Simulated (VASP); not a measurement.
Input of a VASP 6.6.1 run:

POSCAR

```
ZnS
1.0
    0.0000000000      2.6654820099      2.6654820099
    2.6654820099      0.0000000000      2.6654820099
    2.6654820099      2.6654820099      0.0000000000
Zn S
1 1
Direct
    0.7500000000      0.7500000000      0.7500000000
    0.0000000000      0.0000000000      0.0000000000
```

INCAR.step1

```
  PREC = Accurate
  ENCUT = 520
  EDIFF = 1E-5
  ISMEAR = -1
  SIGMA = 0.05
  LREAL = F
  LASPH = T
  NELM = 80
  ALGO = Normal
  ISIF = 2
  LWAVE = T
  LCHARG = F
  GGA = PE
  NBANDS = 16
```

File INCAR.step2:

```
  PREC = Accurate
  ENCUT = 520
  EDIFF = 1E-7
  ISMEAR = -1
  SIGMA = 0.05
  LREAL = F
  LASPH = T
  NELM = 80
  ALGO = Normal
  ISIF = 2
  LWAVE = F
  LCHARG = F
  METAGGA = R2SCAN
  LHFCALC = T
  AEXX = 0.25
  LMIXTAU = T
  PRECFOCK = Normal
  ISTART = 1
  NBANDS = 16
```

The input KPOINTS:

```
regular mesh
0
Gamma
  5 5 5
```

Potentials or basis: VASP PAW PBE potentials, release 64 (Zn, S).

The run is started by

```bash
$ cat potpaw_PBE.64/Zn/POTCAR potpaw_PBE.64/S/POTCAR > POTCAR
$ cp INCAR.step1 INCAR
$ mpirun -np 1 vasp_std > vasp.out
$ cp INCAR.step2 INCAR
$ mpirun -np 1 vasp_std > vasp.out
```

(1) Predict the pressure.

(2) Predict the band gap on the k mesh.

Results:

(1) 2.9 GPa.

(2) 4.59 eV.

Caveat: the PAW data sets were made with another functional, which shifts forces and pressure a little.
